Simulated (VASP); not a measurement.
# Si2P3 (P-1) in VASP: single point with PBE

Aim: the single point of Si2P3 with PBE.

Program: VASP 6.6.1. These are calculated values, not measurements. Logs are shortened: lines on timing, memory, paths and dates and some standing lists are left out, and cuts for length are marked.

### Step 1. The cell of the first run

The typed cell holds 10 atoms: a = 3.558 Å, b = 3.575 Å, c = 13.705 Å, α = 86.84°, β = 89.87°, γ = 78.28°.

### Step 2. Single point, PBE

INCAR reads:

```
SYSTEM = Si2P3
  ALGO = Normal
  EDIFF = 1E-6
  ENCUT = 520
  GGA = PE
  ISIF = 2
  ISMEAR = 0
  LASPH = .TRUE.
  LCHARG = .TRUE.
  LELF = .TRUE.
  LREAL = .FALSE.
  LVHAR = .TRUE.
  LWAVE = .FALSE.
  NBANDS = 34
  NELM = 60
  PREC = Accurate
  SIGMA = 0.1
```

KPOINTS reads:

```
k-points
0
G
  6 6 2
  0 0 0
```

POSCAR reads:

```
Si2P3
1.0
    3.5583311355      0.0000000000      0.0000000000
    0.7258981959      3.5000728411      0.0000000000
    0.0313731150      0.7649133326     13.6838423144
Si P
4 6
Direct
    0.8609510908      0.8202071042      0.0980947072
    0.5175378393      0.7493531482      0.6576063481
    0.4824621607      0.2506468518      0.3423936519
    0.1390489092      0.1797928958      0.9019052928
    0.2655396565      0.2343818341      0.0733719023
    0.9440271132      0.0805934179      0.5771491040
    0.0559728868      0.9194065821      0.4228508960
    0.7344603435      0.7656181659      0.9266280977
    0.8080848679      0.7016142906      0.2659396681
    0.1919151321      0.2983857094      0.7340603319
```

Potentials or basis: VASP PAW PBE potentials, release 64 (Si, P).

Command:

```bash
> cat potpaw_PBE.64/Si/POTCAR potpaw_PBE.64/P/POTCAR > POTCAR
> mpirun -np 1 vasp_std > vasp.out
```

OUTCAR:

```text
SYSTEM = Si2P3
   EDIFF = 1E-6
   ENCUT = 520
   GGA = PE
   ISIF = 2
   ISMEAR = 0
   LASPH = .TRUE.
   LREAL = .FALSE.
   NELM = 60
   PREC = Accurate

 ion  position               nearest neighbor table
   1  0.861  0.820  0.098-   5 2.28   5 2.33   9 2.33   5 2.34   8 2.42
   2  0.518  0.749  0.658-   6 2.35  10 2.36  10 2.37   6 2.38  10 2.78   6 2.84
   3  0.482  0.251  0.342-   7 2.35   9 2.36   9 2.37   7 2.38   9 2.78   7 2.84
   4  0.139  0.180  0.902-   8 2.28   8 2.33  10 2.33   8 2.34   5 2.42
   5  0.266  0.234  0.073-   1 2.28   1 2.33   1 2.34   4 2.42
   6  0.944  0.081  0.577-   7 2.24   2 2.35   2 2.38  10 2.55   2 2.84
   7  0.056  0.919  0.423-   6 2.24   3 2.35   3 2.38   9 2.55   3 2.84
   8  0.734  0.766  0.927-   4 2.28   4 2.33   4 2.34   1 2.42
   9  0.808  0.702  0.266-   1 2.33   3 2.36   3 2.37   7 2.55   3 2.78
  10  0.192  0.298  0.734-   4 2.33   2 2.36   2 2.37   6 2.55   2 2.78

  LATTYP: Found a triclinic cell.
 ALAT       =     5.5321904213
 B/A-ratio  =     0.6432047461
 C/A-ratio  =     2.4773623929
 COS(alpha) =     0.0022891328
 COS(beta)  =     0.0370833816
 COS(gamma) =     0.7744182693

  Lattice vectors:

 A1 = (  -4.2842293314,  -3.5000728411,   0.0000000000)
 A2 = (  -3.5583311355,   0.0000000000,   0.0000000000)
 A3 = (  -0.0313731150,  -0.7649133326, -13.6838423144)

Analysis of symmetry for initial positions (statically):
=====================================================================
 Subroutine PRICEL returns:
 Original cell was already a primitive cell.

 Routine SETGRP: Setting up the symmetry group for a
 triclinic supercell.

 Subroutine GETGRP returns: Found  2 space group operations
 (whereof  2 operations were pure point group operations)
 out of a pool of  2 trial point group operations.

The static configuration has the point symmetry S_2 .

Analysis of symmetry for dynamics (positions and initial velocities):
=====================================================================
 Subroutine PRICEL returns:
 Original cell was already a primitive cell.

 Routine SETGRP: Setting up the symmetry group for a
 triclinic supercell.

 Subroutine GETGRP returns: Found  2 space group operations
 (whereof  2 operations were pure point group operations)
 out of a pool of  2 trial point group operations.

The dynamic configuration has the point symmetry S_2 .

 Subroutine INISYM returns: Found  2 space group operations
 (whereof  2 operations are pure point group operations),
[... 120 lines left out ...]
   POTIM  = 0.5000    time-step for ionic-motion
   TEBEG  =    0.0;   TEEND  =   0.0 temperature during run
   PSTRESS=    0.0 pullay stress
   NELECT =      46.0000    total number of electrons
   NUPDOWN=      -1.0000    fix difference up-down
   EMIN   =  10.00;   EMAX   =-10.00  energy-range for DOS
   EFERMI =   0.00;   METHOD = LEGACY
   ISMEAR =     0;   SIGMA  =   0.10  broadening in eV -4-tet -1-fermi 0-gaus
   EFERMI_NEDOS =   21; number of points for ismear=-14 and -15
   IALGO  =     38    algorithm
   IMIX   =      4    mixing-type and parameters
     AMIX     =   0.40;   BMIX     =  1.00
     AMIX_MAG =   1.60;   BMIX_MAG =  1.00
  volume/ion in A,a.u.               =      17.04       115.01
  Fermi-wavevector in a.u.,A,eV,Ry     =   1.057995  1.999321 15.229727  1.119353
  Thomas-Fermi vector in A             =   2.193288
   LORBIT       =      0    0 simple, 1 ext, 2 COOP (PROOUT), +10 PAW based schemes
   GGA     = PE    functional components
   LHFCALC =     F    Hartree Fock is set to
   AEXX    =    0.0000 exact exchange contribution
   IVDW    =     0    specifies the selected vdW correction
   LEPSILON=     F    determine dielectric tensor
   LRPA    =     F    only Hartree local field effects (RPA)
 non-spin polarized calculation
 Gauss-broadening in eV      SIGMA  =   0.10
  energy-cutoff  :      520.00
  volume of cell :      170.42
 maximum number of plane-waves:      4620
 NGX is ok and might be reduce to    28
   NGX = 13   NGY = 13   NGZ = 51

 number of electron      46.0000001 magnetization

 Free energy of the ion-electron system (eV)
  ---------------------------------------------------
  ext. energy  EPLUGINS =         0.00000000
  ---------------------------------------------------
  free energy    TOTEN  =       -52.53793765 eV

  energy without entropy =      -52.53265780  energy(sigma->0) =      -52.53529772

 E-fermi :   7.6652     XC(G=0): -10.3399

 val. band max:        7.6000249335   @ k =  -0.3333   0.3333   0.5000
 cond. band min:       7.7079853948   @ k =   0.3333   0.1667   0.5000
 fundamental gap:      0.1079604613
 Fermi energy:         7.6652315908

 k-point     1 :       0.0000    0.0000    0.0000
  band No.  band energies     occupation
      1      -7.3856      2.00000
      2      -6.7314      2.00000
      3      -6.3259      2.00000
      4      -4.5916      2.00000
      5      -3.7566      2.00000
      6      -1.5147      2.00000
[... 877 lines left out ...]
     33      11.5121      0.00000
     34      11.8882      0.00000

 [... further k-points ...]

------------------------ aborting loop because EDIFF is reached ----------------------------------------

  FORCE on cell =-STRESS in cart. coord.  units (eV):
  Direction    XX          YY          ZZ          XY          YZ          ZX
  --------------------------------------------------------------------------------------
  -------------------------------------------------------------------------------------
  Total       -0.9041290      0.0789632      3.1718700      1.1282406      0.4592120      1.1653265
  in kB       -8.4998149      0.7423421     29.8190950     10.6067129      4.3171019     10.9553616
  external PRESSURE =       7.3538741 kB  Pullay stress =       0.0000000 kB

 VOLUME and BASIS-vectors are now :
 -----------------------------------------------------------------------------
  energy-cutoff  :      520.00
  volume of cell :      170.42
      direct lattice vectors                 reciprocal lattice vectors
     3.558331136  0.000000000  0.000000000     0.281030619 -0.058284392  0.002613718
     0.725898196  3.500072841  0.000000000     0.000000000  0.285708340 -0.015970815
     0.031373115  0.764913333 13.683842314     0.000000000  0.000000000  0.073078889

 POSITION                                       TOTAL-FORCE (eV/Angst)
 -----------------------------------------------------------------------------------
      3.66201      2.94582      1.34231        -0.088471      0.036930      0.060209
      2.40616      3.12580      8.99858        -0.074764     -0.188491      0.168610
      1.90945      1.13918      4.68526         0.074764      0.188491     -0.168610
      0.65359      1.31917     12.34153         0.088471     -0.036930     -0.060209
      1.11732      0.87648      1.00401        -0.100215      0.034210      0.080417
      3.43577      0.72355      7.89762         0.252788      0.018113      0.083464
      0.87983      3.54143      5.78622        -0.252788     -0.018113     -0.083464
      3.19829      3.38851     12.67983         0.100215     -0.034210     -0.080417
      3.39308      2.65912      3.63908        -0.021963     -0.134741     -0.001226
      0.92252      1.60586     10.04477         0.021963      0.134741      0.001226
 -----------------------------------------------------------------------------------
    total drift:                                0.000000     -0.000000      0.000000

  FREE ENERGIE OF THE ION-ELECTRON SYSTEM (eV)
  ---------------------------------------------------
  free  energy   TOTEN  =       -52.5379376457 eV

  energy  without entropy=      -52.5326578000  energy(sigma->0) =      -52.53529772
```

OSZICAR:

```text
N       E                     dE             d eps       ncg     rms          rms(c)
DAV:   1     0.139963454261E+03    0.13996E+03   -0.18912E+04  2720   0.116E+03
DAV:   2    -0.415696656321E+02   -0.18153E+03   -0.17040E+03  3372   0.180E+02
DAV:   3    -0.529548529284E+02   -0.11385E+02   -0.11132E+02  3552   0.423E+01
DAV:   4    -0.531754489921E+02   -0.22060E+00   -0.21954E+00  3536   0.678E+00
DAV:   5    -0.531801263442E+02   -0.46774E-02   -0.46740E-02  3538   0.950E-01    0.130E+01
DAV:   6    -0.526632046300E+02    0.51692E+00   -0.60364E-01  3312   0.283E+00    0.771E+00
DAV:   7    -0.525479875699E+02    0.11522E+00   -0.61509E-01  3394   0.288E+00    0.997E-01
DAV:   8    -0.525384647290E+02    0.95228E-02   -0.82084E-02  3244   0.124E+00    0.624E-01
DAV:   9    -0.525379599108E+02    0.50482E-03   -0.67882E-03  3404   0.360E-01    0.366E-01
DAV:  10    -0.525378935917E+02    0.66319E-04   -0.17654E-03  3436   0.181E-01    0.827E-02
DAV:  11    -0.525379346403E+02   -0.41049E-04   -0.45488E-04  3366   0.826E-02    0.412E-02
DAV:  12    -0.525379327179E+02    0.19223E-05   -0.31022E-05  3456   0.268E-02    0.299E-02
DAV:  13    -0.525379380401E+02   -0.53221E-05   -0.26332E-05  3344   0.219E-02    0.977E-03
DAV:  14    -0.525379376457E+02    0.39435E-06   -0.41548E-06  2970   0.916E-03
   1 F= -.52537938E+02 E0= -.52535298E+02  d E =-.527985E-02
```

stdout:

```text
POSCAR found type information on POSCAR SiP
 POSCAR found :  2 types and      10 ions
 scaLAPACK will be used
 LDA part: xc-table for (Slater+PW92), standard interpolation
 POSCAR, INCAR and KPOINTS ok, starting setup
 FFT: planning ... GRIDC
 FFT: planning ... GRID_SOFT
 FFT: planning ... GRID
 WAVECAR not read
 entering main loop
```

Wall time 5 min (1 thread of Oxide Virtual Turin-like, shared host); peak memory 0.32 GiB.

What came out:

```
Free energy            : -52.5379 eV
Pressure               : 0.7 GPa
Largest force          : 0.267 eV/Å
Band gap on the k mesh : zero (bands 23 and 24 overlap by 2.32 eV)
```

Forces on the atoms (eV/Å):
```
Si  -0.088  0.037  0.060
Si  -0.075 -0.188  0.169
Si   0.075  0.188 -0.169
Si   0.088 -0.037 -0.060
P   -0.100  0.034  0.080
P    0.253  0.018  0.083
P   -0.253 -0.018 -0.083
P    0.100 -0.034 -0.080
P   -0.022 -0.135 -0.001
P    0.022  0.135  0.001
```

The gap in the log of VASP goes by the Fermi energy; the results here count the filled bands.